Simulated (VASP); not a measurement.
# CaO (I4/mmm) in VASP: further runs

CaO is run at these levels: PBE; tasks: single point.

Everything below comes from runs of VASP 6.6.1. Logs are shortened: lines on timing, memory, paths and dates and some standing lists are left out, and cuts for length are marked.

## (1) The cell of the first run

It takes space group I4/mmm (No. 139, tetragonal). The conventional cell has a = 3.391 Å, b = 3.391 Å, c = 4.992 Å, α = 90.00°, β = 90.00°, γ = 90.00°. Ca (site symmetry 4/mmm) has 6 O at 2.40 to 2.50 Å within 3.2 Å. O (site symmetry 4/mmm) has 6 Ca at 2.40 to 2.50 Å within 3.2 Å.

## (2) Single point, PBE (uniaxial z strain +4.1%)

Input file INCAR:

```
SYSTEM = CaO
PREC = Accurate ; ENCUT = 520
EDIFF = 1E-7 ; ISMEAR = -1
SIGMA = 0.02 ; LREAL = .FALSE.
LASPH = .TRUE. ; NELM = 100
ALGO = Normal ; ISIF = 2
LWAVE = .FALSE. ; LCHARG = .FALSE.
GGA = PE ; NBANDS = 15
```

Input file KPOINTS:

```
regular mesh
0
G
  10 10 10
  0 0 0
```

Input file POSCAR:

```
CaO
1.0
    0.0000000000      2.3975501103      2.4960894198
    2.3975501103      0.0000000000      2.4960894198
    2.3975501103      2.3975501103      0.0000000000
Ca O
1 1
Direct
    0.0000000000      0.0000000000      0.0000000000
    0.5000000000      0.5000000000      0.5000000000
```

Potentials or basis: VASP PAW PBE potentials, release 64 (Ca_sv, O).

On the command line:

```bash
$ cat potpaw_PBE.64/Ca_sv/POTCAR potpaw_PBE.64/O/POTCAR > POTCAR
$ mpirun -np 1 vasp_std > vasp.out
```

OUTCAR:

```text
SYSTEM = CaO
   PREC = Accurate
   ENCUT = 520
   EDIFF = 1E-7
   ISMEAR = -1
   LREAL = .FALSE.
   LASPH = .TRUE.
   NELM = 100
   ISIF = 2
   GGA = PE

 ion  position               nearest neighbor table
   1  0.000  0.000  0.000-   2 2.40   2 2.40   2 2.40   2 2.40   2 2.50   2 2.50
   2  0.500  0.500  0.500-   1 2.40   1 2.40   1 2.40   1 2.40   1 2.50   1 2.50

  LATTYP: Found a body centered tetragonal cell.
 ALAT       =     3.3906478825
 C/A-ratio  =     1.4723377398

  Lattice vectors:

 A1 = (  -2.3975501103,   0.0000000000,   2.4960894198)
 A2 = (   2.3975501103,   0.0000000000,   2.4960894198)
 A3 = (   0.0000000000,   2.3975501103,  -2.4960894198)

Analysis of symmetry for initial positions (statically):
=====================================================================
 Subroutine PRICEL returns:
 Original cell was already a primitive cell.

 Routine SETGRP: Setting up the symmetry group for a
 body centered tetragonal supercell.

 Subroutine GETGRP returns: Found 16 space group operations
 (whereof 16 operations were pure point group operations)
 out of a pool of 16 trial point group operations.

The static configuration has the point symmetry D_4h.

Analysis of symmetry for dynamics (positions and initial velocities):
=====================================================================
 Subroutine PRICEL returns:
 Original cell was already a primitive cell.

 Routine SETGRP: Setting up the symmetry group for a
 body centered tetragonal supercell.

 Subroutine GETGRP returns: Found 16 space group operations
 (whereof 16 operations were pure point group operations)
 out of a pool of 16 trial point group operations.

The dynamic configuration has the point symmetry D_4h.

 Subroutine INISYM returns: Found 16 space group operations
 (whereof 16 operations are pure point group operations),
 and found     1 'primitive' translations

----------------------------------------------------------------------------------------

                                     Primitive cell

  volume of cell :      28.6963

  direct lattice vectors                    reciprocal lattice vectors
     0.000000000  2.397550110  2.496089420    -0.208546215  0.208546215  0.200313337
     2.397550110  0.000000000  2.496089420     0.208546215 -0.208546215  0.200313337
     2.397550110  2.397550110  0.000000000     0.208546215  0.208546215 -0.200313337

  length of vectors
     3.461027149  3.461027149  3.390647882     0.356522762  0.356522762  0.356522762

  position of ions in fractional coordinates (direct lattice)
     0.000000000  0.000000000  0.000000000
     0.500000000  0.500000000  0.500000000

  ion indices of the primitive-cell ions
   primitive index   ion index
                 1           1
                 2           2

----------------------------------------------------------------------------------------

 KPOINTS: regular mesh

Automatic generation of k-mesh.
 Grid dimensions read from file:
 generate k-points for:   10   10   10

 Generating k-lattice:

  Cartesian coordinates                     Fractional coordinates (reciprocal lattice)
    -0.020854621  0.020854621  0.020031334     0.100000000  0.000000000  0.000000000
     0.020854621 -0.020854621  0.020031334     0.000000000  0.100000000  0.000000000
     0.020854621  0.020854621 -0.020031334     0.000000000  0.000000000  0.100000000

  Length of vectors
     0.035652276  0.035652276  0.035652276

  Shift w.r.t. Gamma in fractional coordinates (k-lattice)
     0.000000000  0.000000000  0.000000000

 Subroutine IBZKPT returns following result:
 ===========================================

 Found    102 irreducible k-points:

 Following reciprocal coordinates:
            Coordinates               Weight
  0.000000  0.000000  0.000000      1.000000
  0.100000 -0.000000  0.000000      8.000000
  0.200000 -0.000000  0.000000      8.000000
  0.300000  0.000000  0.000000      8.000000
  0.400000 -0.000000  0.000000      8.000000
  0.500000 -0.000000  0.000000      4.000000
[... 16 lines left out ...]
  0.300000  0.300000  0.000000      2.000000
  0.400000  0.300000  0.000000      8.000000
 [... further k-points ...]
   k-points           NKPTS =    102   k-points in BZ     NKDIM =    102   number of bands    NBANDS=     15
   number of dos      NEDOS =    301   number of ions     NIONS =      2
   total plane-waves  NPLWV =  21952
   dimension x,y,z NGX =    28 NGY =   28 NGZ =   28
   dimension x,y,z NGXF=    56 NGYF=   56 NGZF=   56
   ions per type =               1   1
   NGX,Y,Z   is equivalent  to a cutoff of  13.45, 13.45, 13.73 a.u.
   NGXF,Y,Z  is equivalent  to a cutoff of  26.90, 26.90, 27.46 a.u.
 SYSTEM =  CaO
   PREC   = accura    normal or accurate (medium, high low for compatibility)
   ISTART =      0    job   : 0-new  1-cont  2-samecut
   ICHARG =      2    charge: 1-file 2-atom 10-const
   ISPIN  =      1    spin polarized calculation?
   LNONCOLLINEAR =      F non collinear calculations
   LSORBIT =      F    spin-orbit coupling
   LASPH  =      T    aspherical Exc in radial PAW
   ENCUT  =  520.0 eV  38.22 Ry    6.18 a.u.   6.44  6.44  6.30*2*pi/ulx,y,z
   NELM   =    100;   NELMIN=  2; NELMDL= -5     # of ELM steps
   EDIFF  = 0.1E-06   stopping-criterion for ELM
   LREAL  =      F    real-space projection
   EDIFFG = 0.1E-05   stopping-criterion for IOM
   NSW    =      0    number of steps for IOM
   IBRION =     -1    ionic relax: 0-MD 1-quasi-New 2-CG
   NFREE  =      0    steps in history (QN), initial steepest desc. (CG)
   ISIF   =      2    stress and relaxation
   ISYM   =      2    0-nonsym 1-usesym 2-fastsym
   POTIM  = 0.5000    time-step for ionic-motion
   TEBEG  =    0.0;   TEEND  =   0.0 temperature during run
   PSTRESS=    0.0 pullay stress
   NELECT =      16.0000    total number of electrons
   NUPDOWN=      -1.0000    fix difference up-down
   EMIN   =  10.00;   EMAX   =-10.00  energy-range for DOS
   EFERMI =   0.00;   METHOD = LEGACY
   ISMEAR =    -1;   SIGMA  =   0.02  broadening in eV -4-tet -1-fermi 0-gaus
   EFERMI_NEDOS =   21; number of points for ismear=-14 and -15
   IALGO  =     38    algorithm
   IMIX   =      4    mixing-type and parameters
     AMIX     =   0.40;   BMIX     =  1.00
     AMIX_MAG =   1.60;   BMIX_MAG =  1.00
  volume/ion in A,a.u.               =      14.35        96.83
  Fermi-wavevector in a.u.,A,eV,Ry     =   1.347430  2.546274 24.702309  1.815568
  Thomas-Fermi vector in A             =   2.475182
   LORBIT       =      0    0 simple, 1 ext, 2 COOP (PROOUT), +10 PAW based schemes
   GGA     = PE    functional components
   LHFCALC =     F    Hartree Fock is set to
   AEXX    =    0.0000 exact exchange contribution
   IVDW    =     0    specifies the selected vdW correction
   LEPSILON=     F    determine dielectric tensor
   LRPA    =     F    only Hartree local field effects (RPA)
 non-spin polarized calculation
  energy-cutoff  :      520.00
  volume of cell :       28.70
 maximum number of plane-waves:       792
 NGX is ok and might be reduce to    28
   NGX = 13   NGY = 13   NGZ = 13

 number of electron      16.0000003 magnetization

 Free energy of the ion-electron system (eV)
  ---------------------------------------------------
  ext. energy  EPLUGINS =         0.00000000
  ---------------------------------------------------
  free energy    TOTEN  =       -12.79210983 eV

  energy without entropy =      -12.79210983  energy(sigma->0) =      -12.79210983

 E-fermi :   2.5824     XC(G=0): -10.3119

 val. band max:        2.1914325469   @ k =   0.0000   0.0000   0.0000
 cond. band min:       5.7764041387   @ k =   0.5000   0.0000   0.5000
 fundamental gap:      3.5849715917
 Fermi energy:         2.5824331375

 k-point     1 :       0.0000    0.0000    0.0000
  band No.  band energies     occupation
      1     -35.6006      2.00000
      2     -16.4127      2.00000
      3     -16.3760      2.00000
      4     -16.3760      2.00000
      5     -13.3081      2.00000
      6       2.1112      2.00000
      7       2.1914      2.00000
      8       2.1914      2.00000
      9       6.5630      0.00000
     10       8.1409      0.00000
     11       8.4056      0.00000
     12       8.4056      0.00000
     13       9.6444      0.00000
     14       9.9344      0.00000
     15      17.0441      0.00000

 k-point     2 :       0.1000   -0.0000    0.0000
  band No.  band energies     occupation
      1     -35.5922      2.00000
      2     -16.5084      2.00000
      3     -16.4072      2.00000
      4     -16.3789      2.00000
      5     -13.1795      2.00000
      6       1.8050      2.00000
      7       2.0140      2.00000
      8       2.0564      2.00000
      9       7.0125      0.00000
     10       8.2246      0.00000
     11       8.4611      0.00000
     12       8.5606      0.00000
     13       9.8696      0.00000
     14      10.1685      0.00000
     15      17.4147      0.00000

 k-point     3 :       0.2000   -0.0000    0.0000
  band No.  band energies     occupation
      1     -35.5701      2.00000
      2     -16.7856      2.00000
      3     -16.4264      2.00000
      4     -16.3865      2.00000
      5     -12.8781      2.00000
      6       1.0586      2.00000
      7       1.6992      2.00000
      8       1.7314      2.00000
      9       8.0064      0.00000
     10       8.3250      0.00000
     11       8.8838      0.00000
     12       8.9892      0.00000
     13      10.4548      0.00000
     14      10.7747      0.00000
     15      17.9013      0.00000
[... 343 lines left out ...]
 k-point    23 :       0.3000    0.3000    0.0000
  band No.  band energies     occupation
      1     -35.5313      2.00000
      2     -16.8738      2.00000
      3     -16.4939      2.00000
      4     -16.4939      2.00000
      5     -12.9221      2.00000
      6       0.4702      2.00000
      7       1.8993      2.00000
      8       1.8993      2.00000
      9       6.5150      0.00000
     10       9.1586      0.00000
     11      10.4964      0.00000
     12      10.4964      0.00000
     13      10.5330      0.00000
     14      11.8110      0.00000
     15      18.5289      0.00000

 k-point    24 :       0.4000    0.3000    0.0000
  band No.  band energies     occupation
      1     -35.5148      2.00000
      2     -16.9356      2.00000
      3     -16.5514      2.00000
      4     -16.5107      2.00000
      5     -12.8843      2.00000
      6       0.4818      2.00000
      7       1.6752      2.00000
      8       1.7798      2.00000
      9       6.5132      0.00000
     10       9.6904      0.00000
     11      10.7444      0.00000
     12      10.8071      0.00000
     13      10.9342      0.00000
     14      12.3004      0.00000
     15      17.0485      0.00000

 [... further k-points ...]

------------------------ aborting loop because EDIFF is reached ----------------------------------------

  FORCE on cell =-STRESS in cart. coord.  units (eV):
  Direction    XX          YY          ZZ          XY          YZ          ZX
  --------------------------------------------------------------------------------------
  -------------------------------------------------------------------------------------
  Total        0.1328581      0.1328581     -0.7787152      0.0000000      0.0000000      0.0000000
  in kB        7.4177635      7.4177635    -43.4774130      0.0000000      0.0000000      0.0000000
  external PRESSURE =      -9.5472953 kB  Pullay stress =       0.0000000 kB

 VOLUME and BASIS-vectors are now :
 -----------------------------------------------------------------------------
  energy-cutoff  :      520.00
  volume of cell :       28.70
      direct lattice vectors                 reciprocal lattice vectors
     0.000000000  2.397550110  2.496089420    -0.208546215  0.208546215  0.200313337
     2.397550110  0.000000000  2.496089420     0.208546215 -0.208546215  0.200313337
     2.397550110  2.397550110  0.000000000     0.208546215  0.208546215 -0.200313337

 POSITION                                       TOTAL-FORCE (eV/Angst)
 -----------------------------------------------------------------------------------
      0.00000      0.00000      0.00000         0.000000     -0.000000      0.000000
      2.39755      2.39755      2.49609        -0.000000      0.000000      0.000000
 -----------------------------------------------------------------------------------
    total drift:                                0.000000      0.000000      0.000000

  FREE ENERGIE OF THE ION-ELECTRON SYSTEM (eV)
  ---------------------------------------------------
  free  energy   TOTEN  =       -12.7921098260 eV

  energy  without entropy=      -12.7921098260  energy(sigma->0) =      -12.79210983
```

Wall time 43 s (1 thread of AMD EPYC 7R13 (Zen 3), shared host); peak memory 0.16 GiB.

Results:

| Property | Result |
| --- | --- |
| Free energy | -12.7921 eV |
| Pressure | -1.0 GPa |
| Band gap on the k mesh | 3.58 eV, indirect (least direct gap 3.99 eV) |

Stress tensor (GPa, compression positive):
```
 0.74  0.00  0.00
 0.00  0.74  0.00
 0.00  0.00 -4.35
```

Levels at points of the mesh, in eV from the valence-band top:
```csv
k point,band 6,band 7,band 8,band 9,band 10,band 11
"(0.00, 0.00, 0.00)",-0.08,0.00,0.00,4.37,5.95,6.21
"(0.50, 0.00, 0.00)",-2.59,-1.17,-1.17,6.87,8.15,8.18
"(0.50, 0.50, 0.00)",-1.47,-0.34,-0.34,3.70,7.76,8.70
"(0.50, 0.00, 0.50)",-1.27,-0.47,-0.41,3.58,7.76,8.72
```

Caveat: the cell differs from its parent crystal (uniaxial z strain +4.1%). A k mesh can miss the band edges.

## (3) Single point, PBE (uniaxial x strain +6.0%)

Input file INCAR:

```
PREC     = Accurate       # precision mode
ENCUT    = 520            # plane-wave cutoff, eV
EDIFF    = 1E-7           # SCF threshold, eV
ISMEAR   = -1             # smearing method
SIGMA    = 0.02           # smearing width, eV
LREAL    = F              # projectors in reciprocal space
LASPH    = T              # aspherical terms in the spheres
NELM     = 80             # most SCF steps
ALGO     = Normal         # electronic algorithm
ISIF     = 2              # what is computed and relaxed
LWAVE    = F              # write WAVECAR
LCHARG   = T              # write CHGCAR
GGA      = PE             # functional
LELF     = T              # ELF
LVHAR    = T            
NBANDS   = 15             # bands
```

Input file KPOINTS:

```
Automatic mesh
0
Gamma
  10 10 10
```

Input file POSCAR:

```
CaO
1.0
    0.0000000000      2.3975501103      2.3975501103
    2.5409236069      0.0000000000      2.3975501103
    2.5409236069      2.3975501103      0.0000000000
Ca O
1 1
Direct
    0.0000000000      0.0000000000      0.0000000000
    0.5000000000      0.5000000000      0.5000000000
```

Potentials or basis: VASP PAW PBE potentials, release 64 (Ca_sv, O).

On the command line:

```bash
$ cat potpaw_PBE.64/Ca_sv/POTCAR potpaw_PBE.64/O/POTCAR > POTCAR
$ mpirun -np 1 vasp_std > vasp.out
```

It took 47 s on 1 thread of AMD EPYC 7R13 (Zen 3), shared host; peak memory 0.16 GiB.

The run converged. Its results:

- Free energy: -12.7749 eV
- Pressure: -2.3 GPa
- Band gap on the k mesh: 3.57 eV, indirect (least direct gap 3.99 eV)

Stress tensor (GPa, compression positive):
```
-6.58  0.00  0.00
 0.00 -0.19  0.00
 0.00  0.00 -0.19
```

Levels at points of the mesh, in eV from the valence-band top:
| k point | band 4 | band 5 | band 6 | band 7 | band 8 | band 9 | band 10 | band 11 | band 12 | band 13 |
| --- | --- | --- | --- | --- | --- | --- | --- | --- | --- | --- |
| (0.00, 0.00, 0.00) | -18.65 | -15.48 | -0.10 | 0.00 | 0.00 | 4.18 | 5.83 | 6.21 | 6.21 | 7.36 |
| (0.50, 0.00, 0.00) | -18.67 | -14.44 | -2.56 | -1.16 | -1.16 | 6.77 | 8.05 | 8.06 | 8.10 | 9.69 |
| (0.50, 0.50, 0.00) | -18.87 | -15.24 | -1.25 | -0.49 | -0.42 | 3.57 | 7.60 | 8.65 | 8.96 | 9.38 |
| (0.00, 0.50, 0.50) | -18.81 | -15.25 | -1.53 | -0.33 | -0.33 | 3.73 | 7.63 | 8.60 | 9.14 | 9.14 |

Caveat: the cell differs from its parent crystal (uniaxial x strain +6.0%). A k mesh can miss the band edges.
